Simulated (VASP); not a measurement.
# MoS2 (P6_3/mmc) in VASP: notebook

The runs below take MoS2 through single point, with LDA.

Everything below comes from runs of VASP 6.6.1. Logs are shortened: lines on timing, memory, paths and dates and some standing lists are left out, and cuts for length are marked.

## Step 1: The cell of the first run

Symmetry: P6_3/mmc, No. 194, hexagonal system. Conventional cell: a = 3.224 Å, b = 3.224 Å, c = 12.295 Å, α = 90.00°, β = 90.00°, γ = 120.00°. Mo (site symmetry -6m2) has 6 S at 2.39 Å and 6 Mo at 3.22 Å within 3.3 Å. Within 3.3 Å of S (site symmetry 3m) lie 3 Mo at 2.39 Å and 7 S at 3.01 to 3.22 Å.

## Step 2: Single point, LDA (equal xx and yy strain of +2 %)

Contents of INCAR:

```
ALGO = Normal
EDIFF = 1E-6
ENCUT = 520
GGA = CA
ISIF = 2
ISMEAR = -1
LASPH = True
LCHARG = False
LREAL = False
LWAVE = False
NBANDS = 35
NELM = 100
PREC = Accurate
SIGMA = 0.03
```

Contents of KPOINTS:

```
k-points
0
Gamma
  10 10 3
```

Contents of POSCAR:

```
MoS2
1.0
    3.2242216336      0.0000000000      0.0000000000
   -1.6121108168      2.7922578422      0.0000000000
    0.0000000000      0.0000000000     12.2950000000
Mo S
2 4
Direct
    0.3333333333      0.6666666667      0.2500000000
    0.6666666667      0.3333333333      0.7500000000
    0.3333333333      0.6666666667      0.6275000000
    0.6666666667      0.3333333333      0.1275000000
    0.3333333333      0.6666666667      0.8725000000
    0.6666666667      0.3333333333      0.3725000000
```

Potentials or basis: VASP PAW LDA potentials, release 64 (Mo_sv, S).

Launch:

```bash
cat potpaw_LDA.64/Mo_sv/POTCAR potpaw_LDA.64/S/POTCAR > POTCAR
mpirun -np 1 vasp_std > vasp.out
```

OUTCAR:

```text
EDIFF = 1E-6
   ENCUT = 520
   GGA = CA
   ISIF = 2
   ISMEAR = -1
   LASPH = True
   LREAL = False
   NELM = 100
   PREC = Accurate

 ion  position               nearest neighbor table
   1  0.333  0.667  0.250-   4 2.39   6 2.39   4 2.39   6 2.39   4 2.39   6 2.39
   2  0.667  0.333  0.750-   3 2.39   5 2.39   3 2.39   5 2.39   3 2.39   5 2.39
   3  0.333  0.667  0.627-   2 2.39   2 2.39   2 2.39
   4  0.667  0.333  0.127-   1 2.39   1 2.39   1 2.39
   5  0.333  0.667  0.873-   2 2.39   2 2.39   2 2.39
   6  0.667  0.333  0.373-   1 2.39   1 2.39   1 2.39

  LATTYP: Found a hexagonal cell.
 ALAT       =     3.2242216336
 C/A-ratio  =     3.8133234614

  Lattice vectors:

 A1 = (   3.2242216336,   0.0000000000,   0.0000000000)
 A2 = (  -1.6121108168,   2.7922578422,   0.0000000000)
 A3 = (   0.0000000000,   0.0000000000,  12.2950000000)

Analysis of symmetry for initial positions (statically):
=====================================================================
 Subroutine PRICEL returns:
 Original cell was already a primitive cell.

 Routine SETGRP: Setting up the symmetry group for a
 hexagonal supercell.

 Subroutine GETGRP returns: Found 24 space group operations
 (whereof 12 operations were pure point group operations)
 out of a pool of 24 trial point group operations.

The static configuration has the point symmetry D_3d.
 The point group associated with its full space group is D_6h.

Analysis of symmetry for dynamics (positions and initial velocities):
=====================================================================
 Subroutine PRICEL returns:
 Original cell was already a primitive cell.

 Routine SETGRP: Setting up the symmetry group for a
 hexagonal supercell.

 Subroutine GETGRP returns: Found 24 space group operations
 (whereof 12 operations were pure point group operations)
 out of a pool of 24 trial point group operations.

The dynamic configuration has the point symmetry D_3d.
 The point group associated with its full space group is D_6h.

 Subroutine INISYM returns: Found 24 space group operations
 (whereof 12 operations are pure point group operations),
 and found     1 'primitive' translations

----------------------------------------------------------------------------------------

                                     Primitive cell

  volume of cell :     110.6901

  direct lattice vectors                    reciprocal lattice vectors
     3.224221634  0.000000000  0.000000000     0.310152376  0.179066558  0.000000000
    -1.612110817  2.792257842  0.000000000     0.000000000  0.358133115  0.000000000
     0.000000000  0.000000000 12.295000000     0.000000000  0.000000000  0.081333876

  length of vectors
     3.224221634  3.224221634 12.295000000     0.358133115  0.358133115  0.081333876

  position of ions in fractional coordinates (direct lattice)
     0.333333333  0.666666667  0.250000000
     0.666666667  0.333333333  0.750000000
     0.333333333  0.666666667  0.627500000
     0.666666667  0.333333333  0.127500000
     0.333333333  0.666666667  0.872500000
     0.666666667  0.333333333  0.372500000

  ion indices of the primitive-cell ions
   primitive index   ion index
                 1           1
                 2           2
                 3           3
                 4           4
                 5           5
                 6           6

----------------------------------------------------------------------------------------

 KPOINTS: k-points

Automatic generation of k-mesh.
 Grid dimensions read from file:
 generate k-points for:   10   10    3

 Generating k-lattice:

  Cartesian coordinates                     Fractional coordinates (reciprocal lattice)
     0.031015238  0.017906656  0.000000000     0.100000000  0.000000000  0.000000000
     0.000000000  0.035813312  0.000000000     0.000000000  0.100000000  0.000000000
     0.000000000  0.000000000  0.027111292     0.000000000  0.000000000  0.333333333

  Length of vectors
     0.035813312  0.035813312  0.027111292

  Shift w.r.t. Gamma in fractional coordinates (k-lattice)
     0.000000000  0.000000000  0.000000000

 Subroutine IBZKPT returns following result:
 ===========================================

 Found     28 irreducible k-points:

 Following reciprocal coordinates:
            Coordinates               Weight
  0.000000  0.000000  0.000000      1.000000
  0.100000  0.000000  0.000000      6.000000
  0.200000  0.000000  0.000000      6.000000
  0.300000 -0.000000  0.000000      6.000000
  0.400000 -0.000000  0.000000      6.000000
  0.500000  0.000000  0.000000      3.000000
[... 16 lines left out ...]
  0.300000  0.100000  0.333333     24.000000
  0.400000  0.100000  0.333333     24.000000
 [... further k-points ...]
   k-points           NKPTS =     28   k-points in BZ     NKDIM =     28   number of bands    NBANDS=     35
   number of dos      NEDOS =    301   number of ions     NIONS =      6
   total plane-waves  NPLWV =  55296
   dimension x,y,z NGX =    24 NGY =   24 NGZ =   96
   dimension x,y,z NGXF=    48 NGYF=   48 NGZF=  192
   ions per type =               2   4
   NGX,Y,Z   is equivalent  to a cutoff of  12.37, 12.37, 12.98 a.u.
   NGXF,Y,Z  is equivalent  to a cutoff of  24.75, 24.75, 25.96 a.u.
 SYSTEM =  unknown system
   PREC   = accura    normal or accurate (medium, high low for compatibility)
   ISTART =      0    job   : 0-new  1-cont  2-samecut
   ICHARG =      2    charge: 1-file 2-atom 10-const
   ISPIN  =      1    spin polarized calculation?
   LNONCOLLINEAR =      F non collinear calculations
   LSORBIT =      F    spin-orbit coupling
   LASPH  =      T    aspherical Exc in radial PAW
   ENCUT  =  520.0 eV  38.22 Ry    6.18 a.u.   5.99  5.99 22.86*2*pi/ulx,y,z
   NELM   =    100;   NELMIN=  2; NELMDL= -5     # of ELM steps
   EDIFF  = 0.1E-05   stopping-criterion for ELM
   LREAL  =      F    real-space projection
   EDIFFG = 0.1E-04   stopping-criterion for IOM
   NSW    =      0    number of steps for IOM
   IBRION =     -1    ionic relax: 0-MD 1-quasi-New 2-CG
   NFREE  =      0    steps in history (QN), initial steepest desc. (CG)
   ISIF   =      2    stress and relaxation
   ISYM   =      2    0-nonsym 1-usesym 2-fastsym
   POTIM  = 0.5000    time-step for ionic-motion
   TEBEG  =    0.0;   TEEND  =   0.0 temperature during run
   PSTRESS=    0.0 pullay stress
   NELECT =      52.0000    total number of electrons
   NUPDOWN=      -1.0000    fix difference up-down
   EMIN   =  10.00;   EMAX   =-10.00  energy-range for DOS
   EFERMI =   0.00;   METHOD = LEGACY
   ISMEAR =    -1;   SIGMA  =   0.03  broadening in eV -4-tet -1-fermi 0-gaus
   EFERMI_NEDOS =   21; number of points for ismear=-14 and -15
   IALGO  =     38    algorithm
   IMIX   =      4    mixing-type and parameters
     AMIX     =   0.40;   BMIX     =  1.00
     AMIX_MAG =   1.60;   BMIX_MAG =  1.00
  volume/ion in A,a.u.               =      18.45       124.50
  Fermi-wavevector in a.u.,A,eV,Ry     =   1.272642  2.404945 22.036241  1.619618
  Thomas-Fermi vector in A             =   2.405509
   LORBIT       =      0    0 simple, 1 ext, 2 COOP (PROOUT), +10 PAW based schemes
   GGA     = CA    functional components
   LHFCALC =     F    Hartree Fock is set to
   AEXX    =    0.0000 exact exchange contribution
   IVDW    =     0    specifies the selected vdW correction
   LEPSILON=     F    determine dielectric tensor
   LRPA    =     F    only Hartree local field effects (RPA)
 non-spin polarized calculation
  energy-cutoff  :      520.00
  volume of cell :      110.69
 maximum number of plane-waves:      3020
 NGX is ok and might be reduce to    24
   NGX = 11   NGY = 11   NGZ = 45

 number of electron      52.0000004 magnetization

 Free energy of the ion-electron system (eV)
  ---------------------------------------------------
  ext. energy  EPLUGINS =         0.00000000
  ---------------------------------------------------
  free energy    TOTEN  =       -48.75147111 eV

  energy without entropy =      -48.75147009  energy(sigma->0) =      -48.75147060

 E-fermi :   7.4334     XC(G=0): -10.9068

 val. band max:        7.1801805286   @ k =   0.0000   0.0000   0.0000
 cond. band min:       7.7803909640   @ k =   0.3000   0.3000   0.0000
 fundamental gap:      0.6002104354
 Fermi energy:         7.4334283883

 k-point     1 :       0.0000    0.0000    0.0000
  band No.  band energies     occupation
      1     -54.2510      2.00000
      2     -54.2510      2.00000
      3     -28.5761      2.00000
      4     -28.5760      2.00000
      5     -28.4170      2.00000
      6     -28.4170      2.00000
[... 27 lines left out ...]
     34       9.4256      0.00000
     35      12.0369      0.00000

 k-point     2 :       0.1000    0.0000    0.0000
  band No.  band energies     occupation
      1     -54.2478      2.00000
      2     -54.2478      2.00000
      3     -28.5695      2.00000
      4     -28.5695      2.00000
      5     -28.4507      2.00000
      6     -28.4507      2.00000
[... 27 lines left out ...]
     34       9.2676      0.00000
     35      12.7583      0.00000

 k-point     3 :       0.2000    0.0000    0.0000
  band No.  band energies     occupation
      1     -54.2395      2.00000
      2     -54.2395      2.00000
      3     -28.5523      2.00000
      4     -28.5522      2.00000
      5     -28.5381      2.00000
      6     -28.5381      2.00000
[... 27 lines left out ...]
     34       9.8422      0.00000
     35      13.9168      0.00000
[... 723 lines left out ...]
 k-point    23 :       0.3000    0.1000    0.3333
  band No.  band energies     occupation
      1     -54.2234      2.00000
      2     -54.2234      2.00000
      3     -28.6890      2.00000
      4     -28.6890      2.00000
      5     -28.5188      2.00000
      6     -28.5188      2.00000
[... 27 lines left out ...]
     34      10.7629      0.00000
     35      13.6172      0.00000

 k-point    24 :       0.4000    0.1000    0.3333
  band No.  band energies     occupation
      1     -54.2176      2.00000
      2     -54.2176      2.00000
      3     -28.7435      2.00000
      4     -28.7435      2.00000
      5     -28.5148      2.00000
      6     -28.5148      2.00000
[... 27 lines left out ...]
     34      10.6968      0.00000
     35      12.6498      0.00000

 [... further k-points ...]

------------------------ aborting loop because EDIFF is reached ----------------------------------------

  FORCE on cell =-STRESS in cart. coord.  units (eV):
  Direction    XX          YY          ZZ          XY          YZ          ZX
  --------------------------------------------------------------------------------------
  -------------------------------------------------------------------------------------
  Total       -5.2665102     -5.2665102      1.0959019      0.0000000     -0.0000000      0.0000000
  in kB      -76.2297635    -76.2297635     15.8625620      0.0000000     -0.0000000      0.0000000
  external PRESSURE =     -45.5323217 kB  Pullay stress =       0.0000000 kB

 VOLUME and BASIS-vectors are now :
 -----------------------------------------------------------------------------
  energy-cutoff  :      520.00
  volume of cell :      110.69
      direct lattice vectors                 reciprocal lattice vectors
     3.224221634  0.000000000  0.000000000     0.310152376  0.179066558  0.000000000
    -1.612110817  2.792257842  0.000000000     0.000000000  0.358133115  0.000000000
     0.000000000  0.000000000 12.295000000     0.000000000  0.000000000  0.081333876

 POSITION                                       TOTAL-FORCE (eV/Angst)
 -----------------------------------------------------------------------------------
     -0.00000      1.86151      3.07375         0.000000      0.000000      0.000000
      1.61211      0.93075      9.22125        -0.000000      0.000000      0.000000
     -0.00000      1.86151      7.71511        -0.000000      0.000000     -0.327346
      1.61211      0.93075      1.56761         0.000000      0.000000     -0.327346
     -0.00000      1.86151     10.72739         0.000000     -0.000000      0.327346
      1.61211      0.93075      4.57989         0.000000      0.000000      0.327346
 -----------------------------------------------------------------------------------
    total drift:                               -0.000000      0.000000     -0.000000

  FREE ENERGIE OF THE ION-ELECTRON SYSTEM (eV)
  ---------------------------------------------------
  free  energy   TOTEN  =       -48.7514711139 eV

  energy  without entropy=      -48.7514700858  energy(sigma->0) =      -48.75147060
```

It took 59 s on 1 thread of AMD EPYC 9R45 (Zen 5), shared host; peak memory 0.2 GiB.

Results:

- Free energy: -48.7515 eV
- Pressure: -4.6 GPa
- Largest force: 0.327 eV/Å
- Band gap on the k mesh: 0.60 eV (least direct gap 1.70 eV)

Forces on the atoms (eV/Å):
```
Mo   0.000  0.000  0.000
Mo   0.000  0.000  0.000
S    0.000  0.000 -0.327
S    0.000  0.000 -0.327
S    0.000  0.000  0.327
S    0.000  0.000  0.327
```

Caveat: the cell differs from its parent crystal (equal xx and yy strain of +2 %); the stress differs along the axes, from -8 to 2 GPa.

## Step 3: Single point, LDA (equal xx and yy strain of +3 %)

Contents of INCAR:

```
SYSTEM = MoS2
PREC = Accurate ; ENCUT = 520
EDIFF = 1E-6 ; ISMEAR = -1
SIGMA = 0.03 ; LREAL = .FALSE.
LASPH = .TRUE. ; NELM = 80
ALGO = Normal ; ISIF = 2
LWAVE = .FALSE. ; LCHARG = .FALSE.
NBANDS = 35
```

Contents of KPOINTS:

```
regular mesh
0
G
  10 10 3
  0 0 0
```

Edit POSCAR of step 2 so:

```diff
@@ -2,4 +2,4 @@
 1.0
-    3.2242216336      0.0000000000      0.0000000000
-   -1.6121108168      2.7922578422      0.0000000000
+    3.2558316496      0.0000000000      0.0000000000
+   -1.6279158248      2.8196329190      0.0000000000
     0.0000000000      0.0000000000     12.2950000000
```

Potentials or basis: VASP PAW LDA potentials, release 64 (Mo_sv, S).

Launch:

```bash
cat potpaw_LDA.64/Mo_sv/POTCAR potpaw_LDA.64/S/POTCAR > POTCAR
mpirun -np 1 vasp_std > vasp.out
```

Run time: 57 s. Hardware: 1 thread of AMD EPYC 9R45 (Zen 5), shared host; peak memory 0.2 GiB.

It converged, with:

```yaml
Free_energy: -48.6296 eV
Pressure: -7.0 GPa
Largest_force: 0.133 eV/Å
Band_gap_on_the_k_mesh: 0.49 eV (least direct gap 1.63 eV)
```

Forces on the atoms (eV/Å):
```
Mo   0.000  0.000  0.000
Mo   0.000  0.000  0.000
S    0.000  0.000 -0.133
S    0.000  0.000 -0.133
S    0.000  0.000  0.133
S    0.000  0.000  0.133
```

Stress tensor (GPa, compression positive):
```
-10.42   0.00   0.00
  0.00 -10.42   0.00
  0.00   0.00  -0.15
```

Levels at points of the mesh, in eV from the valence-band top:
```csv
k point,band 23,band 24,band 25,band 26,band 27,band 28,band 29,band 30
"(0.00, 0.00, 0.00)",-2.69,-1.16,-0.99,0.00,1.67,1.67,1.68,1.68
"(0.50, 0.00, 0.00)",-2.26,-2.10,-1.62,-1.44,1.00,1.05,1.47,1.62
```

Caveat: the cell differs from its parent crystal (equal xx and yy strain of +3 %); the stress differs along the axes, from -10 to -0 GPa. A k mesh can miss the band edges.
